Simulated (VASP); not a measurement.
# Zr2AlN3 (I4/mmm) in VASP: a series of runs, part 2 of 2

VASP 6.6.1. The steps go on from the part before.

**3. Single point, PBE**

This run uses another cell than the first one, of 13.38 Å³/atom.

File INCAR:

```
PREC     = Accurate       # precision mode
ENCUT    = 600            # plane-wave cutoff, eV
EDIFF    = 1E-6           # SCF threshold, eV
ISMEAR   = 0              # smearing method
SIGMA    = 0.1            # smearing width, eV
LREAL    = F              # projectors in reciprocal space
LASPH    = T              # aspherical terms in the spheres
NELM     = 120            # most SCF steps
ALGO     = Normal         # electronic algorithm
ISIF     = 2              # what is computed and relaxed
LWAVE    = F              # write WAVECAR
LCHARG   = F              # write CHGCAR
GGA      = PE             # functional
NBANDS   = 30             # bands
GGA_COMPAT= F
```

File KPOINTS:

```
regular mesh
0
Gamma
  8 8 8
```

File POSCAR:

```
Zr2AlN3
1.0
   -1.6788328600      1.6788328600      7.1226846000
    1.6788328600     -1.6788328600      7.1226846000
    1.6788328600      1.6788328600     -7.1226846000
Zr Al N
2 1 3
Direct
    0.8333333300      0.8333333300      0.0000000000
    0.1666666700      0.1666666700      0.0000000000
    0.5000000000      0.5000000000      0.0000000000
    0.0000000000      0.0000000000      0.0000000000
    0.6666666700      0.6666666700      0.0000000000
    0.3333333300      0.3333333300      0.0000000000
```

Potentials or basis: VASP PAW PBE potentials, release 64 (Zr_sv, Al, N).

Command:

```console
cat potpaw_PBE.64/Zr_sv/POTCAR potpaw_PBE.64/Al/POTCAR potpaw_PBE.64/N/POTCAR > POTCAR
mpirun -np 1 vasp_std > vasp.out
```

OUTCAR:

```text
PREC = Accurate
   ENCUT = 600
   EDIFF = 1E-6
   ISMEAR = 0
   LREAL = F
   LASPH = T
   NELM = 120
   ISIF = 2
   GGA = PE

 ion  position               nearest neighbor table
   1  0.833  0.833  0.000-   5 2.37   6 2.37   6 2.37   6 2.37   6 2.37   4 2.37   2 3.36   2 3.36
                             2 3.36   2 3.36   3 3.36   3 3.36   3 3.36   3 3.36
   2  0.167  0.167  0.000-   6 2.37   5 2.37   5 2.37   5 2.37   5 2.37   4 2.37   1 3.36   1 3.36
                             1 3.36   1 3.36   3 3.36   3 3.36   3 3.36   3 3.36
   3  0.500  0.500  0.000-   4 2.37   4 2.37   4 2.37   4 2.37   6 2.37   5 2.37   1 3.36   2 3.36
                             1 3.36   2 3.36   1 3.36   2 3.36   1 3.36   2 3.36
   4  0.000  0.000  0.000-   3 2.37   3 2.37   3 2.37   3 2.37   2 2.37   1 2.37
   5  0.667  0.667  0.000-   1 2.37   2 2.37   2 2.37   2 2.37   2 2.37   3 2.37
   6  0.333  0.333  0.000-   2 2.37   1 2.37   1 2.37   1 2.37   1 2.37   3 2.37

  LATTYP: Found a body centered tetragonal cell.
 ALAT       =     3.3576657200
 C/A-ratio  =     4.2426406879

  Lattice vectors:

 A1 = (  -1.6788328600,   1.6788328600,   7.1226846000)
 A2 = (   1.6788328600,  -1.6788328600,   7.1226846000)
 A3 = (   1.6788328600,   1.6788328600,  -7.1226846000)

Analysis of symmetry for initial positions (statically):
=====================================================================
 Subroutine PRICEL returns:
 Original cell was already a primitive cell.

 Routine SETGRP: Setting up the symmetry group for a
 body centered tetragonal supercell.

 Subroutine GETGRP returns: Found 16 space group operations
 (whereof 16 operations were pure point group operations)
 out of a pool of 16 trial point group operations.

The static configuration has the point symmetry D_4h.

Analysis of symmetry for dynamics (positions and initial velocities):
=====================================================================
 Subroutine PRICEL returns:
 Original cell was already a primitive cell.

 Routine SETGRP: Setting up the symmetry group for a
 body centered tetragonal supercell.

 Subroutine GETGRP returns: Found 16 space group operations
 (whereof 16 operations were pure point group operations)
 out of a pool of 16 trial point group operations.

The dynamic configuration has the point symmetry D_4h.

 Subroutine INISYM returns: Found 16 space group operations
 (whereof 16 operations are pure point group operations),
 and found     1 'primitive' translations

----------------------------------------------------------------------------------------

                                     Primitive cell

  volume of cell :      80.3006

  direct lattice vectors                    reciprocal lattice vectors
    -1.678832860  1.678832860  7.122684600     0.000000000  0.297825955  0.070198251
     1.678832860 -1.678832860  7.122684600     0.297825955  0.000000000  0.070198251
     1.678832860  1.678832860 -7.122684600     0.297825955  0.297825955  0.000000000

  length of vectors
     7.507968797  7.507968797  7.507968797     0.305987081  0.305987081  0.421189505

  position of ions in fractional coordinates (direct lattice)
     0.833333330  0.833333330  0.000000000
     0.166666670  0.166666670  0.000000000
     0.500000000  0.500000000  0.000000000
     0.000000000  0.000000000  0.000000000
[... 43 lines left out ...]
  0.375000 -0.000000  0.000000      8.000000
  0.500000 -0.000000  0.000000      4.000000
  0.125000  0.125000  0.000000      8.000000
[... 16 lines left out ...]
  0.250000  0.125000  0.125000     16.000000
  0.375000  0.125000  0.125000      8.000000
 [... further k-points ...]
   k-points           NKPTS =     59   k-points in BZ     NKDIM =     59   number of bands    NBANDS=     30
   number of dos      NEDOS =    301   number of ions     NIONS =      6
   total plane-waves  NPLWV = 216000
   dimension x,y,z NGX =    60 NGY =   60 NGZ =   60
   dimension x,y,z NGXF=   120 NGYF=  120 NGZF=  120
   ions per type =               2   1   3
   NGX,Y,Z   is equivalent  to a cutoff of  13.29, 13.29, 13.29 a.u.
   NGXF,Y,Z  is equivalent  to a cutoff of  26.57, 26.57, 26.57 a.u.
 SYSTEM =  unknown system
   PREC   = accura    normal or accurate (medium, high low for compatibility)
   ISTART =      0    job   : 0-new  1-cont  2-samecut
   ICHARG =      2    charge: 1-file 2-atom 10-const
   ISPIN  =      1    spin polarized calculation?
   LNONCOLLINEAR =      F non collinear calculations
   LSORBIT =      F    spin-orbit coupling
   LASPH  =      T    aspherical Exc in radial PAW
   ENCUT  =  600.0 eV  44.10 Ry    6.64 a.u.  15.00 15.00 15.00*2*pi/ulx,y,z
   NELM   =    120;   NELMIN=  2; NELMDL= -5     # of ELM steps
   EDIFF  = 0.1E-05   stopping-criterion for ELM
   LREAL  =      F    real-space projection
   EDIFFG = 0.1E-04   stopping-criterion for IOM
   NSW    =      0    number of steps for IOM
   IBRION =     -1    ionic relax: 0-MD 1-quasi-New 2-CG
   NFREE  =      0    steps in history (QN), initial steepest desc. (CG)
   ISIF   =      2    stress and relaxation
   ISYM   =      2    0-nonsym 1-usesym 2-fastsym
   POTIM  = 0.5000    time-step for ionic-motion
   TEBEG  =    0.0;   TEEND  =   0.0 temperature during run
   PSTRESS=    0.0 pullay stress
   NELECT =      42.0000    total number of electrons
   NUPDOWN=      -1.0000    fix difference up-down
   EMIN   =  10.00;   EMAX   =-10.00  energy-range for DOS
   EFERMI =   0.00;   METHOD = LEGACY
   ISMEAR =     0;   SIGMA  =   0.10  broadening in eV -4-tet -1-fermi 0-gaus
   EFERMI_NEDOS =   21; number of points for ismear=-14 and -15
   IALGO  =     38    algorithm
   IMIX   =      4    mixing-type and parameters
     AMIX     =   0.40;   BMIX     =  1.00
     AMIX_MAG =   1.60;   BMIX_MAG =  1.00
  volume/ion in A,a.u.               =      13.38        90.32
  Fermi-wavevector in a.u.,A,eV,Ry     =   1.319021  2.492588 23.671640  1.739816
  Thomas-Fermi vector in A             =   2.448949
   LORBIT       =      0    0 simple, 1 ext, 2 COOP (PROOUT), +10 PAW based schemes
   GGA     = PE    functional components
   LHFCALC =     F    Hartree Fock is set to
   AEXX    =    0.0000 exact exchange contribution
   IVDW    =     0    specifies the selected vdW correction
   LEPSILON=     F    determine dielectric tensor
   LRPA    =     F    only Hartree local field effects (RPA)
 non-spin polarized calculation
 Gauss-broadening in eV      SIGMA  =   0.10
  energy-cutoff  :      600.00
  volume of cell :       80.30
 maximum number of plane-waves:      2698
   NGX = 29   NGY = 29   NGZ = 29

 number of electron      41.9999999 magnetization

 Free energy of the ion-electron system (eV)
  ---------------------------------------------------
  ext. energy  EPLUGINS =         0.00000000
  ---------------------------------------------------
  free energy    TOTEN  =       -52.57367071 eV

  energy without entropy =      -52.56275869  energy(sigma->0) =      -52.56821470

 E-fermi :   9.4039     XC(G=0): -11.3887

 val. band max:        9.3803567674   @ k =  -0.2500  -0.2500   0.1250
 cond. band min:       9.4060678044   @ k =  -0.3750  -0.3750   0.2500
 fundamental gap:      0.0257110370
 Fermi energy:         9.4039252954

 k-point     1 :       0.0000    0.0000    0.0000
  band No.  band energies     occupation
      1     -40.5344      2.00000
      2     -40.4767      2.00000
      3     -18.7675      2.00000
      4     -18.4331      2.00000
      5     -18.4331      2.00000
      6     -18.4329      2.00000
[... 781 lines left out ...]
     29      13.9520      0.00000
     30      14.1925      0.00000

 [... further k-points ...]

------------------------ aborting loop because EDIFF is reached ----------------------------------------

  FORCE on cell =-STRESS in cart. coord.  units (eV):
  Direction    XX          YY          ZZ          XY          YZ          ZX
  --------------------------------------------------------------------------------------
  -------------------------------------------------------------------------------------
  Total      -13.9512923    -13.9512923    -11.0394843      0.0000000      0.0000000      0.0000000
  in kB     -278.3597213   -278.3597213   -220.2625889      0.0000000      0.0000000      0.0000000
  external PRESSURE =    -258.9940105 kB  Pullay stress =       0.0000000 kB

 VOLUME and BASIS-vectors are now :
 -----------------------------------------------------------------------------
  energy-cutoff  :      600.00
  volume of cell :       80.30
      direct lattice vectors                 reciprocal lattice vectors
    -1.678832860  1.678832860  7.122684600     0.000000000  0.297825955  0.070198251
     1.678832860 -1.678832860  7.122684600     0.297825955  0.000000000  0.070198251
     1.678832860  1.678832860 -7.122684600     0.297825955  0.297825955  0.000000000

 POSITION                                       TOTAL-FORCE (eV/Angst)
 -----------------------------------------------------------------------------------
      0.00000      0.00000     11.87114         0.000000      0.000000     -0.128889
      0.00000      0.00000      2.37423        -0.000000     -0.000000      0.128889
      0.00000      0.00000      7.12268         0.000000      0.000000      0.000000
      0.00000      0.00000      0.00000         0.000000      0.000000      0.000000
      0.00000      0.00000      9.49691         0.000000      0.000000     -0.862404
      0.00000      0.00000      4.74846        -0.000000     -0.000000      0.862404
 -----------------------------------------------------------------------------------
    total drift:                               -0.000000      0.000000     -0.000000

  FREE ENERGIE OF THE ION-ELECTRON SYSTEM (eV)
  ---------------------------------------------------
  free  energy   TOTEN  =       -52.5736707092 eV

  energy  without entropy=      -52.5627586929  energy(sigma->0) =      -52.56821470
```

Wall time 15 min (1 thread of AMD EPYC 7R13, shared host); peak memory 0.55 GiB.

What came out:

```
Free energy            : -52.5737 eV
Pressure               : -25.9 GPa
Largest force          : 0.862 eV/Å
Band gap on the k mesh : zero (bands 21 and 22 overlap by 2.72 eV)
```

Forces in eV/Å, atoms in the order of the input:
```
Zr   0.000  0.000 -0.129
Zr   0.000  0.000  0.129
Al   0.000  0.000  0.000
N    0.000  0.000  0.000
N    0.000  0.000 -0.862
N    0.000  0.000  0.862
```

Stress tensor (GPa, compression positive):
```
-27.84   0.00   0.00
  0.00 -27.84   0.00
  0.00   0.00 -22.03
```

Caveat: the stress differs along the axes, from -28 to -22 GPa.

**4. Single point, PBE**

File INCAR:

```
SYSTEM = Zr2AlN3
PREC = Accurate ; ENCUT = 600
EDIFF = 1E-6 ; ISMEAR = 0
SIGMA = 0.1 ; LREAL = .FALSE.
LASPH = .TRUE. ; NELM = 120
ALGO = Normal ; ISIF = 2
LWAVE = .FALSE. ; LCHARG = .FALSE.
GGA = PE ; NBANDS = 30
GGA_COMPAT = .FALSE.
```

File KPOINTS:

```
Automatic mesh
0
G
  16 16 16
  0 0 0
```

File POSCAR:

```
Zr2AlN3
1.0
   -1.5803956632      1.5803956632      6.7069907018
    1.5803956632     -1.5803956632      6.7069907018
    1.5803956632      1.5803956632     -6.7069907018
Zr Al N
2 1 3
Direct
    0.8334140960      0.8334140960      0.0000000000
    0.1665859040      0.1665859040      0.0000000000
    0.5000000000      0.5000000000      0.0000000000
    0.0000000000      0.0000000000      0.0000000000
    0.6507633227      0.6507633227      0.0000000000
    0.3492366773      0.3492366773      0.0000000000
```

Command:

```console
cat potpaw_PBE.64/Zr_sv/POTCAR potpaw_PBE.64/Al/POTCAR potpaw_PBE.64/N/POTCAR > POTCAR
mpirun -np 1 vasp_std > vasp.out
```

Run time: 70 min. Hardware: 1 thread of AMD EPYC 7R13, shared host; peak memory 0.99 GiB.

The run converged. Its results:

```
Free energy            : -54.2512 eV
Pressure               : 0.0 GPa
Largest force          : 0.018 eV/Å
Band gap on the k mesh : zero (bands 21 and 22 overlap by 3.33 eV)
```

Forces on the atoms (eV/Å):
```
Zr   0.000  0.000  0.000
Zr   0.000  0.000  0.000
Al   0.000  0.000  0.000
N    0.000  0.000  0.000
N    0.000  0.000 -0.018
N    0.000  0.000  0.018
```

Stress tensor (GPa, compression positive):
```
 0.10  0.00  0.00
 0.00  0.10  0.00
 0.00  0.00 -0.08
```

Levels at points of the mesh, in eV from the Fermi level:
```csv
k point,band 17,band 18,band 19,band 20,band 21,band 22,band 23,band 24,band 25,band 26
"(0.00, 0.00, 0.00)",-2.56,-2.56,-2.05,-1.94,-1.94,-1.28,0.84,0.84,1.54,2.57
"(0.50, 0.00, 0.00)",-5.25,-4.30,-3.19,-2.73,1.74,1.84,2.62,3.34,3.55,3.75
"(0.50, 0.50, 0.00)",-3.76,-3.31,-3.13,-2.76,-2.41,-0.97,2.53,2.58,4.05,4.89
"(0.50, 0.50, 0.50)",-2.81,-2.75,-2.75,-2.15,-2.15,-1.12,1.71,1.71,2.12,2.59
```

**5. Summary**

```tsv
cell	k mesh	gap on the mesh (eV)	pressure (GPa)	largest force (eV/Å)
a = 7.075 Å, angles 154.2, 154.2, 36.8°, 6 atoms, atomic positions A	8 × 8 × 8	none	-0.4	0.01
a = 7.508 Å, angles 154.2, 154.2, 36.9°, 6 atoms, atomic positions B	8 × 8 × 8	none	-25.9	0.86
a = 7.070 Å, angles 154.2, 154.2, 36.9°, 6 atoms, atomic positions C	16 × 16 × 16	none	0.0	0.02
```

Alike in all rows: task single point; level PBE; potentials or basis VASP PAW PBE potentials, release 64 (Zr_sv, Al, N); no spin polarisation; cutoff (eV) 600; smearing gaussian 0.1 eV.

Caveats: the stress differs along the axes, from -28 to -22 GPa (at least some runs).

Total energies depend on the potentials used, so only differences within one code and one set of settings carry meaning.

The gap in the log of VASP goes by the Fermi energy; the results here count the filled bands.